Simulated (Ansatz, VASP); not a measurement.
## Two plane-wave programs on BaTiO3

The input POSCAR:

```
BaTiO3
1.0
   -3.9634728400      0.0000000000     -3.9634728400
    0.0000000000     -3.9634728400      0.0000000000
   -3.9634728400      0.0000000000      3.9634728400
Ba Ti O
2 2 6
Direct
    0.0000000000      0.5000000000      0.5000000000
    0.5000000000      0.5000000000      0.0000000000
    0.0000000000      0.0000000000      0.0000000000
    0.5000000000      0.0000000000      0.5000000000
    0.7500000000      0.0000000000      0.7500000000
    0.2500000000      0.0000000000      0.2500000000
    0.0000000000      0.5000000000      0.0000000000
    0.5000000000      0.5000000000      0.5000000000
    0.7500000000      0.0000000000      0.2500000000
    0.2500000000      0.0000000000      0.7500000000
```

INCAR.step1

```
SYSTEM = BaTiO3
ALGO = Normal ; EDIFF = 1E-4
ENCUT = 520 ; GGA = PE
ISMEAR = -1 ; LASPH = .TRUE.
LCHARG = .FALSE. ; LREAL = .FALSE.
LWAVE = .TRUE. ; NBANDS = 51
NELM = 100 ; PREC = Accurate
SIGMA = 0.1
```

INCAR.step2

```
SYSTEM = BaTiO3
ALGO = Normal ; EDIFF = 1E-6
ENCUT = 520 ; ISIF = 2
ISMEAR = -1 ; ISTART = 1
LASPH = .TRUE. ; LCHARG = .FALSE.
LMIXTAU = .TRUE. ; LREAL = .FALSE.
LWAVE = .FALSE. ; METAGGA = R2SCAN
NBANDS = 51 ; NELM = 100
PREC = Accurate ; SIGMA = 0.1
```

The input KPOINTS:

```
k-points
0
G
  5 7 5
  0 0 0
```

Input for Ansatz:

```yaml
crystal:
  lattice:
    - [3.96347284, 0.0, 3.96347284]
    - [0.0, 3.96347284, 0.0]
    - [3.96347284, 0.0, -3.96347284]
  atoms:
    - { symbol: Ba, position: [0.0, 0.5, 0.5] }
    - { symbol: Ba, position: [0.5, 0.5, 0.0] }
    - { symbol: Ti, position: [0.0, 0.0, 0.0] }
    - { symbol: Ti, position: [0.5, 0.0, 0.5] }
    - { symbol: O, position: [0.25, 0.0, 0.25] }
    - { symbol: O, position: [0.75, 0.0, 0.75] }
    - { symbol: O, position: [0.0, 0.5, 0.0] }
    - { symbol: O, position: [0.5, 0.5, 0.5] }
    - { symbol: O, position: [0.25, 0.0, 0.75] }
    - { symbol: O, position: [0.75, 0.0, 0.25] }
  symmetry: { tolerance: 0.0003 }
kpoints:
  mp_grid: { grid: [5, 7, 5], shift: [0, 0, 0] }
  band_path:
    path:
      - [0.0, 0.0, 0.0]
      - [0.0, 0.5, 0.0]
      - [0.5, 0.5, 0.5]
      - [0.0, 0.0, 0.0]
      - [1.0, 0.5, 0.0]
      - [0.0, 0.5, 0.0]
      - [1.0, 0.5, 0.0]
      - [0.5, 0.5, 0.5]
    npoints: 8
magnetization:
  spin_polarized: false
scf:
  occupations: { method: fermi_dirac }
  lower_state_search: "off"
  max_iter: 200
hamiltonian:
  pseudopotentials: { kind: paw }
  xc: r2scan
basis:
  ecutwfc: 500
  fft_grid_basis: typed
output:
  forces: true
  stress: true
  eigenvalues: true
  bader: true
  populations: true
  elf: true
  write_potential: true
  volumetric_format: npy
  dos:
    e_range: [-12, 8]
    de: 0.05
    projected: { site_lists: { Ba: [Ba], O: [O], Ti: [Ti] } }
checkpoint:
  read: saved_state
```

Alike in both runs: task single point; functional r2SCAN; k mesh 5 × 7 × 5; no spin polarisation.

```csv
,VASP,Ansatz
version,VASP 6.6.1,Ansatz 0.2.0
potentials or method,"VASP PAW PBE potentials, release 64 (Ba_sv, Ti_sv, O), cutoff 520 eV",PAW plane waves
occupations,"fermi-dirac, width 0.1 eV",fermi-dirac
valence electrons in the cell,80,80
```

|  | VASP | Ansatz | Ansatz less VASP |
| --- | --- | --- | --- |
| pressure (GPa) | 6.6 | 4.4 | -2.20 |

VASP's potentials were made for PBE, not for r2SCAN.

Spin-orbit coupling is off throughout.
